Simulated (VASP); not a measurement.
# Mg8HO8 (a cell with a defect) in VASP: notebook, part 2 of 2

VASP 6.6.1. The steps go on from the part before.

## 4. Single point, PBE

Contents of INCAR:

```
ALGO = Normal
EDIFF = 1E-6
ENCUT = 520
GGA = PE
ISIF = 2
ISMEAR = -1
LASPH = True
LCHARG = True
LELF = True
LREAL = Auto
LVHAR = True
LWAVE = False
NBANDS = 46
NELECT = 64.0
NELM = 100
PREC = Accurate
SIGMA = 0.02
```

Contents of KPOINTS:

```
k-points
0
Gamma
  3 3 3
```

Contents of POSCAR:

```
Mg8HO8
1.0
    0.0000000000      3.7580000000      3.7580000000
    3.7580000000      0.0000000000      3.7580000000
    3.7580000000      3.7580000000      0.0000000000
Mg O H
8 8 1
Direct
   -0.0096164183      0.0100325971      0.0300650612
   -0.0096439596      0.0100478978      0.4695806280
   -0.0131228047      0.4973963544      0.0079266897
    0.0003621607      0.4940981905      0.5028302288
    0.4993775945     -0.0060356573      0.0033895689
    0.4915364556      0.0069050027      0.5008406067
    0.4952434806      0.4984925492     -0.0002684939
    0.4952414848      0.4985075838      0.5066108302
    0.2452421501      0.2492179351      0.2480069186
    0.2452510644      0.2492348324      0.7576475519
    0.2519843002      0.7423781267      0.2528674827
    0.2310332624      0.7607511974      0.7541734965
    0.7294737892      0.2630727781      0.2537593135
    0.7610995210      0.2313541778      0.7538126663
    0.7466387706      0.7499868281      0.2563194518
    0.7466424960      0.7499852315      0.7471800160
    0.0168850452     -0.0907166046      0.7869270889
```

Potentials or basis: VASP PAW PBE potentials, release 64 (Mg, O, H).

Launch:

```sh
$ cat potpaw_PBE.64/Mg/POTCAR potpaw_PBE.64/O/POTCAR potpaw_PBE.64/H/POTCAR > POTCAR
$ mpirun -np 1 vasp_std > vasp.out
```

OUTCAR:

```text
EDIFF = 1E-6
   ENCUT = 520
   GGA = PE
   ISIF = 2
   ISMEAR = -1
   LASPH = True
   LREAL = Auto
   NELECT = 64.0
   NELM = 100
   PREC = Accurate

 ion  position               nearest neighbor table
   1  0.990  0.010  0.030-  17 1.55  13 1.80  11 1.83  10 1.86  15 1.90  14 1.91  12 1.98   2 2.34
                             3 2.52   6 2.58   5 2.60   7 2.62   4 2.63   4 2.69   7 2.71   5 2.73
   2  0.990  0.010  0.470-  17 1.55  13 1.80  11 1.83   9 1.86  16 1.90  14 1.91  12 1.98   1 2.34
                             3 2.52   6 2.58   5 2.60   8 2.62   4 2.63   4 2.69   8 2.71   5 2.73
   3  0.987  0.497  0.008-  13 1.85  10 1.87   9 1.87  16 1.88  15 1.88  12 1.91  17 1.95   2 2.52
                             1 2.52   5 2.62   8 2.63   7 2.63   4 2.66   4 2.66   7 2.68   8 2.68
   4  0.000  0.494  0.503-   9 1.88  10 1.88  11 1.88  15 1.88  16 1.88  14 1.89   6 2.60   2 2.63
                             1 2.63   8 2.65   7 2.65   3 2.66   3 2.66   7 2.66   8 2.66   1 2.69
   5  0.499  0.994  0.003-  11 1.88  14 1.88  10 1.88   9 1.88  16 1.88  15 1.88   2 2.60   1 2.60
                             3 2.62   8 2.65   7 2.65   6 2.66   6 2.66   7 2.66   8 2.66   3 2.70
   6  0.492  0.007  0.501-  13 1.86   9 1.88  10 1.88  15 1.88  16 1.88  12 1.90   2 2.58   1 2.58
                             4 2.60   8 2.64   7 2.64   5 2.66   5 2.66   7 2.68   8 2.68   4 2.71
   7  0.495  0.498  1.000-  13 1.84  11 1.87   9 1.88  16 1.89  12 1.92  14 1.93   1 2.62   8 2.62
                             3 2.63   6 2.64   4 2.65   5 2.65   5 2.66   4 2.66   6 2.68   3 2.68
   8  0.495  0.499  0.507-  13 1.84  11 1.87  10 1.88  15 1.89  12 1.92  14 1.93   2 2.62   7 2.62
                             3 2.63   6 2.64   4 2.65   5 2.65   5 2.66   4 2.66   6 2.68   3 2.68
   9  0.245  0.249  0.248-   2 1.86   3 1.87   6 1.88   7 1.88   4 1.88   5 1.88
  10  0.245  0.249  0.758-   1 1.86   3 1.87   6 1.88   8 1.88   4 1.88   5 1.88
  11  0.252  0.742  0.253-   2 1.83   1 1.83   8 1.87   7 1.87   5 1.88   4 1.88
  12  0.231  0.761  0.754-  17 0.99   6 1.90   3 1.91   7 1.92   8 1.92   1 1.98   2 1.98
  13  0.729  0.263  0.254-   2 1.80   1 1.80   7 1.84   8 1.84   3 1.85   6 1.86
  14  0.761  0.231  0.754-   5 1.88   4 1.89   1 1.91   2 1.91   7 1.93   8 1.93
  15  0.747  0.750  0.256-   5 1.88   4 1.88   3 1.88   6 1.88   8 1.89   1 1.90
  16  0.747  0.750  0.747-   5 1.88   4 1.88   3 1.88   6 1.88   7 1.89   2 1.90
  17  0.017  0.909  0.787-  12 0.99   2 1.55   1 1.55   3 1.95

  LATTYP: Found a face centered cubic cell.
 ALAT       =     7.5160000000

  Lattice vectors:

 A1 = (   0.0000000000,   3.7580000000,   3.7580000000)
 A2 = (   3.7580000000,   0.0000000000,   3.7580000000)
 A3 = (   3.7580000000,   3.7580000000,   0.0000000000)

Analysis of symmetry for initial positions (statically):
=====================================================================
 Subroutine PRICEL returns:
 Original cell was already a primitive cell.

 Routine SETGRP: Setting up the symmetry group for a
 face centered cubic supercell.

 Subroutine GETGRP returns: Found  1 space group operations
 (whereof  1 operations were pure point group operations)
 out of a pool of 48 trial point group operations.

The static configuration has the point symmetry C_1 .

Analysis of symmetry for dynamics (positions and initial velocities):
=====================================================================
 Subroutine PRICEL returns:
 Original cell was already a primitive cell.

 Routine SETGRP: Setting up the symmetry group for a
 face centered cubic supercell.

 Subroutine GETGRP returns: Found  1 space group operations
 (whereof  1 operations were pure point group operations)
 out of a pool of 48 trial point group operations.

[... 104 lines left out ...]
   dimension x,y,z NGX =    40 NGY =   40 NGZ =   40
   dimension x,y,z NGXF=    80 NGYF=   80 NGZF=   80
   ions per type =               8   8   1
   NGX,Y,Z   is equivalent  to a cutoff of  12.51, 12.51, 12.51 a.u.
   NGXF,Y,Z  is equivalent  to a cutoff of  25.02, 25.02, 25.02 a.u.
 SYSTEM =  unknown system
   PREC   = accura    normal or accurate (medium, high low for compatibility)
   ISTART =      0    job   : 0-new  1-cont  2-samecut
   ICHARG =      2    charge: 1-file 2-atom 10-const
   ISPIN  =      1    spin polarized calculation?
   LNONCOLLINEAR =      F non collinear calculations
   LSORBIT =      F    spin-orbit coupling
   LASPH  =      T    aspherical Exc in radial PAW
   ENCUT  =  520.0 eV  38.22 Ry    6.18 a.u.   9.88  9.88  9.88*2*pi/ulx,y,z
   NELM   =    100;   NELMIN=  2; NELMDL= -5     # of ELM steps
   EDIFF  = 0.1E-05   stopping-criterion for ELM
   LREAL  =      T    real-space projection
   EDIFFG = 0.1E-04   stopping-criterion for IOM
   NSW    =      0    number of steps for IOM
   IBRION =     -1    ionic relax: 0-MD 1-quasi-New 2-CG
   NFREE  =      0    steps in history (QN), initial steepest desc. (CG)
   ISIF   =      2    stress and relaxation
   ISYM   =      2    0-nonsym 1-usesym 2-fastsym
   POTIM  = 0.5000    time-step for ionic-motion
   TEBEG  =    0.0;   TEEND  =   0.0 temperature during run
   PSTRESS=    0.0 pullay stress
   NELECT =      64.0000    total number of electrons
   NUPDOWN=      -1.0000    fix difference up-down
   EMIN   =  10.00;   EMAX   =-10.00  energy-range for DOS
   EFERMI =   0.00;   METHOD = LEGACY
   ISMEAR =    -1;   SIGMA  =   0.02  broadening in eV -4-tet -1-fermi 0-gaus
   EFERMI_NEDOS =   21; number of points for ismear=-14 and -15
   IALGO  =     38    algorithm
   IMIX   =      4    mixing-type and parameters
     AMIX     =   0.40;   BMIX     =  1.00
     AMIX_MAG =   1.60;   BMIX_MAG =  1.00
  volume/ion in A,a.u.               =       6.24        42.14
  Fermi-wavevector in a.u.,A,eV,Ry     =   1.383040  2.613566 26.025216  1.912799
  Thomas-Fermi vector in A             =   2.507675
   LORBIT       =      0    0 simple, 1 ext, 2 COOP (PROOUT), +10 PAW based schemes
   GGA     = PE    functional components
   LHFCALC =     F    Hartree Fock is set to
   AEXX    =    0.0000 exact exchange contribution
   IVDW    =     0    specifies the selected vdW correction
   LEPSILON=     F    determine dielectric tensor
   LRPA    =     F    only Hartree local field effects (RPA)
 non-spin polarized calculation
  energy-cutoff  :      520.00
  volume of cell :      106.15
 maximum number of plane-waves:      2872
   NGX = 19   NGY = 19   NGZ = 19

 number of electron      63.9999992 magnetization

 Free energy of the ion-electron system (eV)
  ---------------------------------------------------
  ext. energy  EPLUGINS =         0.00000000
  ---------------------------------------------------
  free energy    TOTEN  =       -90.73411194 eV

  energy without entropy =      -90.73411194  energy(sigma->0) =      -90.73411194

 E-fermi :   6.9568     XC(G=0): -12.8060

 val. band max:        6.4402837448   @ k =   0.0000   0.0000   0.0000
 cond. band min:      13.1655424664   @ k =   0.0000   0.0000   0.0000
 fundamental gap:      6.7252587216
 Fermi energy:         6.9568308141

 k-point     1 :       0.0000    0.0000    0.0000
  band No.  band energies     occupation
      1     -14.9215      2.00000
      2     -12.1742      2.00000
      3     -10.8052      2.00000
      4     -10.4090      2.00000
      5     -10.2951      2.00000
      6     -10.2770      2.00000
[... 647 lines left out ...]
     43      20.1371      0.00000
     44      20.2669      0.00000
 [bands above 44 left out]

------------------------ aborting loop because EDIFF is reached ----------------------------------------

  FORCE on cell =-STRESS in cart. coord.  units (eV):
  Direction    XX          YY          ZZ          XY          YZ          ZX
  --------------------------------------------------------------------------------------
  -------------------------------------------------------------------------------------
  Total       76.1007614     76.1087222     71.7360982      5.6487185     -0.6262133      0.6247304
  in kB     1148.6805345   1148.8006965   1082.7994110     85.2629178     -9.4521918      9.4298093
  external PRESSURE =    1126.7602140 kB  Pullay stress =       0.0000000 kB

 VOLUME and BASIS-vectors are now :
 -----------------------------------------------------------------------------
  energy-cutoff  :      520.00
  volume of cell :      106.15
      direct lattice vectors                 reciprocal lattice vectors
     0.000000000  3.758000000  3.758000000    -0.133049494  0.133049494  0.133049494
     3.758000000  0.000000000  3.758000000     0.133049494 -0.133049494  0.133049494
     3.758000000  3.758000000  0.000000000     0.133049494  0.133049494 -0.133049494

 POSITION                                       TOTAL-FORCE (eV/Angst)
 -----------------------------------------------------------------------------------
      0.15069      3.83485      3.75956         0.035527      0.014924      0.060164
      1.80244      5.48644      3.75952        -0.014312     -0.032085      0.060653
      1.89900      3.73847      5.57790        -0.011629      0.010973     -0.023656
      3.74646      1.89100      1.85818        -0.003387      0.003441      0.035560
      3.74806      1.88940      5.61198         0.005946     -0.006000      0.002568
      1.90811      3.72935      1.87314         0.002377     -0.002332      0.029965
[... 9 lines left out ...]
      5.62635      5.61379      5.62433         0.001043      0.002831      0.028823
      6.37436      3.02073      3.48054         0.055434     -0.052594     -0.404317
 -----------------------------------------------------------------------------------
    total drift:                               -0.008436      0.006791      0.002892

  FREE ENERGIE OF THE ION-ELECTRON SYSTEM (eV)
  ---------------------------------------------------
  free  energy   TOTEN  =       -90.7341119381 eV

  energy  without entropy=      -90.7341119381  energy(sigma->0) =      -90.73411194
```

It took 2.1 min on 1 thread of AMD EPYC 9R45 (Zen 5), shared host; peak memory 0.22 GiB.

Results:

```yaml
Free_energy: -90.7341 eV
Largest_force: 0.411 eV/Å
```

Forces in eV/Å, atoms in the order of the input:
```
Mg   0.036  0.015  0.060
Mg  -0.014 -0.032  0.061
Mg  -0.012  0.011 -0.024
Mg  -0.003  0.003  0.036
Mg   0.006 -0.006  0.003
Mg   0.002 -0.002  0.030
Mg   0.013  0.015  0.017
Mg  -0.015 -0.012  0.017
O    0.002  0.002  0.033
O   -0.003 -0.003  0.033
O   -0.017  0.016  0.019
O   -0.085  0.081  0.042
O    0.029 -0.028  0.006
O    0.008 -0.009  0.014
O   -0.004 -0.002  0.029
O    0.001  0.003  0.029
H    0.055 -0.053 -0.404
```

Caveat: the k points lie up to 0.48 Å⁻¹ apart; the cell carries a net charge on a neutralising background, which shifts energy and pressure; the cell is charged against a uniform background, so pressure and absolute levels hang on convention.
